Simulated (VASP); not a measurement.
# TaN in VASP: notebook, part 3 of 4

VASP 6.6.1.

### Step 5. Electric field gradients, PBE (equal xy, yz and zx shear strains of +1.5 %)

Input file INCAR:

```
ALGO = Normal
EDIFF = 1E-8
ENCUT = 520
GGA = PE
ISIF = 2
ISMEAR = -1
LASPH = T
LCHARG = F
LEFG = T
LREAL = F
LWAVE = F
NBANDS = 15
NELM = 80
PREC = Accurate
SIGMA = 0.02
```

Input file KPOINTS:

```
k-points
0
Gamma
  9 9 9
```

Input file POSCAR:

```
TaN
1.0
    0.0326850000      2.1953425000      2.1953425000
    2.1953425000      0.0326850000      2.1953425000
    2.1953425000      2.1953425000      0.0326850000
Ta N
1 1
Direct
    0.5000000000      0.5000000000      0.5000000000
    0.0000000000      0.0000000000      0.0000000000
```

Potentials or basis: VASP PAW PBE potentials, release 64 (Ta_pv, N).

Run with:

```console
> cat potpaw_PBE.64/Ta_pv/POTCAR potpaw_PBE.64/N/POTCAR > POTCAR
> mpirun -np 1 vasp_std > vasp.out
```

OUTCAR:

```text
EDIFF = 1E-8
   ENCUT = 520
   GGA = PE
   ISIF = 2
   ISMEAR = -1
   LASPH = T
   LREAL = F
   NELM = 80
   PREC = Accurate

 ion  position               nearest neighbor table
   1  0.500  0.500  0.500-   2 2.18   2 2.18   2 2.18   2 2.18   2 2.18   2 2.18
   2  0.000  0.000  0.000-   1 2.18   1 2.18   1 2.18   1 2.18   1 2.18   1 2.18

  LATTYP: Found a trigonal (rhomboedric) cell.
 ALAT       =     3.1048551808
 COS(alpha) =     0.5148312781

  Lattice vectors:

 A1 = (   0.0326850000,   2.1953425000,   2.1953425000)
 A2 = (   2.1953425000,   0.0326850000,   2.1953425000)
 A3 = (   2.1953425000,   2.1953425000,   0.0326850000)

Analysis of symmetry for initial positions (statically):
=====================================================================
 Subroutine PRICEL returns:
 Original cell was already a primitive cell.

 Routine SETGRP: Setting up the symmetry group for a
 trigonal (rhombohedral) supercell.

 Subroutine GETGRP returns: Found 12 space group operations
 (whereof 12 operations were pure point group operations)
 out of a pool of 12 trial point group operations.

The static configuration has the point symmetry D_3d.

Analysis of symmetry for dynamics (positions and initial velocities):
=====================================================================
 Subroutine PRICEL returns:
 Original cell was already a primitive cell.

 Routine SETGRP: Setting up the symmetry group for a
 trigonal (rhombohedral) supercell.

 Subroutine GETGRP returns: Found 12 space group operations
 (whereof 12 operations were pure point group operations)
 out of a pool of 12 trial point group operations.

The dynamic configuration has the point symmetry D_3d.

 Subroutine INISYM returns: Found 12 space group operations
 (whereof 12 operations are pure point group operations),
 and found     1 'primitive' translations

----------------------------------------------------------------------------------------

                                     Primitive cell

  volume of cell :      20.6885

  direct lattice vectors                    reciprocal lattice vectors
     0.032685000  2.195342500  2.195342500    -0.232905387  0.229488682  0.229488682
     2.195342500  0.032685000  2.195342500     0.229488682 -0.232905387  0.229488682
     2.195342500  2.195342500  0.032685000     0.229488682  0.229488682 -0.232905387

  length of vectors
     3.104855181  3.104855181  3.104855181     0.399468433  0.399468433  0.399468433

  position of ions in fractional coordinates (direct lattice)
     0.500000000  0.500000000  0.500000000
     0.000000000  0.000000000  0.000000000

  ion indices of the primitive-cell ions
   primitive index   ion index
                 1           1
                 2           2

----------------------------------------------------------------------------------------

 KPOINTS: k-points

Automatic generation of k-mesh.
 Grid dimensions read from file:
 generate k-points for:    9    9    9

 Generating k-lattice:

  Cartesian coordinates                     Fractional coordinates (reciprocal lattice)
[... 75 lines left out ...]
   ISMEAR =    -1;   SIGMA  =   0.02  broadening in eV -4-tet -1-fermi 0-gaus
   EFERMI_NEDOS =   21; number of points for ismear=-14 and -15
   IALGO  =     38    algorithm
   IMIX   =      4    mixing-type and parameters
     AMIX     =   0.40;   BMIX     =  1.00
     AMIX_MAG =   1.60;   BMIX_MAG =  1.00
  volume/ion in A,a.u.               =      10.34        69.81
  Fermi-wavevector in a.u.,A,eV,Ry     =   1.502699  2.839689 30.723361  2.258103
  Thomas-Fermi vector in A             =   2.613905
   LORBIT       =      0    0 simple, 1 ext, 2 COOP (PROOUT), +10 PAW based schemes
   GGA     = PE    functional components
   LHFCALC =     F    Hartree Fock is set to
   AEXX    =    0.0000 exact exchange contribution
   IVDW    =     0    specifies the selected vdW correction
   LEPSILON=     F    determine dielectric tensor
   LRPA    =     F    only Hartree local field effects (RPA)
 non-spin polarized calculation
  energy-cutoff  :      520.00
  volume of cell :       20.69
 maximum number of plane-waves:       577
   NGX = 11   NGY = 11   NGZ = 11

 number of electron      15.9999999 magnetization

 Free energy of the ion-electron system (eV)
  ---------------------------------------------------
  ext. energy  EPLUGINS =         0.00000000
  ---------------------------------------------------
  free energy    TOTEN  =       -21.78304668 eV

  energy without entropy =      -21.78145173  energy(sigma->0) =      -21.78224920

 E-fermi :   9.7288     XC(G=0): -13.5908

 val. band max:        9.7127611938   @ k =  -0.2222   0.2222   0.0000
 cond. band min:       9.7492165345   @ k =  -0.4444   0.2222   0.1111
 fundamental gap:      0.0364553407
 Fermi energy:         9.7288206544

 k-point     1 :       0.0000    0.0000    0.0000
  band No.  band energies     occupation
      1     -25.8960      2.00000
      2     -25.8457      2.00000
      3     -25.8457      2.00000
      4      -9.2333      2.00000
      5       5.8652      2.00000
      6       5.9972      2.00000
      7       5.9972      2.00000
      8       7.4286      2.00000
      9       7.7952      2.00000
     10       7.7952      2.00000
     11       9.9407      0.00005
     12       9.9407      0.00005
     13      11.6329      0.00000
     14      19.2841      0.00000
[... 401 lines left out ...]
      2     -26.1885      2.00000
      3     -26.1432      2.00000
      4      -7.9258      2.00000
      5       2.8989      2.00000
      6       4.2761      2.00000
      7       5.0542      2.00000
      8       5.1778      2.00000
      9      11.9814      0.00000
     10      13.4847      0.00000
     11      13.5287      0.00000
     12      14.5341      0.00000
     13      17.3526      0.00000
     14      19.2746      0.00000
     15      22.2946      0.00000

 [... further k-points ...]
[... 5 lines left out ...]
  --------------------------------------------------------------------------------------
  -------------------------------------------------------------------------------------
  Total        2.0108634      2.0108634      2.0108634     -0.1033661     -0.1033661     -0.1033661
  in kB      155.7271677    155.7271677    155.7271677     -8.0049724     -8.0049724     -8.0049724
  external PRESSURE =     155.7271677 kB  Pullay stress =       0.0000000 kB

 VOLUME and BASIS-vectors are now :
 -----------------------------------------------------------------------------
  energy-cutoff  :      520.00
  volume of cell :       20.69
      direct lattice vectors                 reciprocal lattice vectors
     0.032685000  2.195342500  2.195342500    -0.232905387  0.229488682  0.229488682
     2.195342500  0.032685000  2.195342500     0.229488682 -0.232905387  0.229488682
     2.195342500  2.195342500  0.032685000     0.229488682  0.229488682 -0.232905387

 POSITION                                       TOTAL-FORCE (eV/Angst)
 -----------------------------------------------------------------------------------
      2.21169      2.21169      2.21169         0.000000      0.000000     -0.000000
      0.00000      0.00000      0.00000         0.000000     -0.000000      0.000000
 -----------------------------------------------------------------------------------
    total drift:                                0.000000     -0.000000     -0.000000

  FREE ENERGIE OF THE ION-ELECTRON SYSTEM (eV)
  ---------------------------------------------------
  free  energy   TOTEN  =       -21.7830466785 eV

  energy  without entropy=      -21.7814517267  energy(sigma->0) =      -21.78224920

 Electric field gradients (V/A^2)
---------------------------------------------------------------------
 ion       V_xx      V_yy      V_zz      V_xy      V_xz      V_yz
---------------------------------------------------------------------
   1       0.000     0.000     0.000    -1.396    -1.396    -1.396
   2       0.000     0.000     0.000     0.831     0.831     0.831
---------------------------------------------------------------------

 Electric field gradients after diagonalization (V/A^2)
 (convention: |V_zz| > |V_xx| > |V_yy|)
----------------------------------------------------------------------
 ion       V_xx      V_yy      V_zz     asymmetry (V_yy - V_xx)/ V_zz
----------------------------------------------------------------------
   1       1.396     1.396    -2.791       0.000
   2      -0.831    -0.831     1.663       0.000
----------------------------------------------------------------------

           NMR quadrupolar parameters

 Cq : quadrupolar parameter    Cq=e*Q*V_zz/h
 eta: asymmetry parameters     (V_yy - V_xx)/ V_zz
 Q  : nuclear electric quadrupole moment in mb (millibarn)
----------------------------------------------------------------------
 ion       Cq(MHz)       eta       Q (mb)
----------------------------------------------------------------------
   1      -0.007       0.000       1.000
   2       0.004       0.000       1.000
----------------------------------------------------------------------
```

stdout:

```text
POSCAR found type information on POSCAR TaN
 POSCAR found :  2 types and       2 ions
 scaLAPACK will be used
 LDA part: xc-table for (Slater+PW92), standard interpolation
 POSCAR, INCAR and KPOINTS ok, starting setup
 FFT: planning ... GRIDC
 FFT: planning ... GRID_SOFT
 FFT: planning ... GRID
 WAVECAR not read
 entering main loop
ion   1

ion   2
```

Wall time 16 s (1 thread of Intel Xeon Platinum 8488C (Sapphire Rapids), shared host); peak memory 0.16 GiB.

What came out:

| Item | Value |
| --- | --- |
| Free energy | -21.7830 eV |
| Pressure | 15.6 GPa |
| Band gap on the k mesh | zero (band 8 reaches 11.42 eV, above the bottom of band 9 at 7.80 eV) |

Levels at points of the mesh, in eV from the Fermi level:
| k point | band 6 | band 7 | band 8 | band 9 | band 10 | band 11 |
| --- | --- | --- | --- | --- | --- | --- |
| (0.00, 0.00, 0.00) | -3.73 | -3.73 | -2.30 | -1.93 | -1.93 | 0.21 |

Electric field gradients, principal values (V/Å²):
```csv
atom,least,middle,greatest (by size)
1 Ta,1.396,1.396,-2.791
2 N,-0.831,-0.831,1.663
```

Caveat: the cell differs from its parent crystal (equal xy, yz and zx shear strains of +1.5 %); without QUAD_EFG the Cq values of the log hold for a quadrupole moment of 1 mb, not for the nuclei; spin-orbit coupling is left out, which moves the levels of the heavy elements.

[end of part 3 of 4]
